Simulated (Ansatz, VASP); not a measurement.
# Two plane-wave programs on Ta2N

```xyz
3
Lattice="3.1129 0.0000 0.0000 -1.5564 2.6958 0.0000 0.0000 0.0000 4.8698" Properties=species:S:1:pos:R:3 pbc="T T T"
Ta    1.5564    0.8986    3.6294
Ta    0.0000    1.7972    1.2404
N     0.0000    0.0000    0.0000
```

Alike in both runs: task relaxation of cell and atoms; functional r2SCAN; k mesh 6 × 6 × 4; occupations gaussian, width 0.1 eV; no spin polarisation.

|  | VASP | Ansatz |
| --- | --- | --- |
| version | VASP 6.6.1 | Ansatz 0.2.0 |
| potentials or method | VASP PAW PBE potentials, release 64 (Ta_pv, N), cutoff 600 eV | scalar-relativistic, plane waves, PAW |
| valence electrons in the cell | 27 | 31 |

Ansatz gave:

| Quantity | Value |
| --- | --- |
| gap on the k mesh at the Fermi level, each at its own relaxed structure (eV) | none |
| relaxed volume (Å³/atom) | 13.36 |
| relaxed length of the cell vector where the two differ most in proportion (Å) | 3.062 |

**Question.** Estimate VASP's values.

**Answer.** gap on the k mesh at the Fermi level, each at its own relaxed structure (eV): none; relaxed volume (Å³/atom): 13.40; relaxed length of the cell vector where the two differ most in proportion (Å): 3.066.

VASP's potentials were made for PBE, not for r2SCAN. A gap of «none» marks a metal or a gap that the smearing closes. VASP's potentials hold 27 valence electrons a cell and Ansatz's 31, so a difference there can come from the potentials and not from the codes.

The k mesh is coarse, so the values compare programs but aren't converged. Spin-orbit coupling is off throughout.
